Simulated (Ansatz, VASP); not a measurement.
# Two plane-wave programs on H19C2NO8

```
O H C N
1.0
     6.88942    0.00000    0.00000
     0.00000    6.88942    0.00000
     0.00000    0.00000    6.88942
O H C N
8 19 2 1
Direct
  0.12628 0.99879 0.95537
  0.40798 0.23862 0.86599
  0.28742 0.42389 0.16736
  0.92679 0.32810 0.06444
  0.75534 0.42481 0.71456
  0.68370 0.94663 0.29491
  0.06876 0.91854 0.34965
  0.36272 0.14849 0.45305
  0.24942 0.06641 0.91466
  0.07059 0.94165 0.83933
  0.54618 0.26261 0.84033
  0.37117 0.32100 0.98685
  0.14461 0.40646 0.14354
  0.31993 0.34174 0.28100
  0.87819 0.37749 0.93868
  0.98002 0.19895 0.02995
  0.70125 0.55793 0.71785
  0.78643 0.40028 0.57839
  0.57905 0.02404 0.35778
  0.65031 0.94157 0.15739
  0.92415 0.93869 0.34334
  0.10427 0.91041 0.21078
  0.37162 0.17059 0.59429
  0.24244 0.06785 0.42994
  0.12257 0.64038 0.79016
  0.17303 0.70849 0.53806
  0.25724 0.47736 0.64056
  0.23028 0.63345 0.67052
  0.40994 0.71988 0.73221
  0.55874 0.78650 0.77690
```

Alike in both runs: functional PBEsol; k mesh 1 × 1 × 1; occupations fermi-dirac, width 0.05 eV; no spin polarisation.

Ansatz relaxed the structure, and its values are those at the end. VASP's run is a single point on that final structure, the one shown.

|  | VASP | Ansatz |
| --- | --- | --- |
| version | VASP 6.6.1 | Ansatz 0.2.0 |
| potentials or method | VASP PAW PBE potentials, release 64 (O_h, H_h, C_h, N_h), cutoff 1000 eV | scalar-relativistic, plane waves, PAW |
| valence electrons in the cell | 80 | 80 |

|  | VASP | Ansatz | Ansatz less VASP |
| --- | --- | --- | --- |
| rms of the force components (eV/Å) | 0.079 | 0.087 | +0.0086 |

VASP's potentials were made for PBE, not for PBEsol.
